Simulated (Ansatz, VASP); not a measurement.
## SrHg3O4 in VASP and in Ansatz

```
Sr Hg O
1.0
     5.04056    0.00000    0.00000
     0.00000    5.04056    0.00000
     0.00000    0.00000    5.04056
Sr Hg O
1 3 4
Direct
  0.00000 0.00000 0.00000
  0.00000 0.50000 0.50000
  0.50000 0.00000 0.50000
  0.50000 0.50000 0.00000
  0.50000 0.00000 0.00000
  0.50000 0.50000 0.50000
  0.00000 0.00000 0.50000
  0.00000 0.50000 0.00000
```

Alike in both runs: task single point; functional PBE; k mesh 8 × 8 × 8; occupations gaussian, width 0.1 eV; no spin polarisation.

|  | VASP | Ansatz |
| --- | --- | --- |
| version | VASP 6.6.1 | Ansatz 0.2.0 |
| potentials or method | VASP PAW PBE potentials, release 64 (Sr_sv, Hg, O), cutoff 520 eV | scalar-relativistic, plane waves, PAW |
| valence electrons in the cell | 70 | 94 |

Ansatz gave:

- gap on the k mesh at the Fermi level (eV): none
- pressure (GPa): -2.8

Task: Which values does VASP return?

Result: gap on the k mesh at the Fermi level (eV): none; pressure (GPa): -2.1.

A gap of «none» marks a metal or a gap that the smearing closes. VASP's potentials hold 70 valence electrons a cell and Ansatz's 94, so a difference there can come from the potentials and not from the codes.

Neither program's run includes spin-orbit coupling.
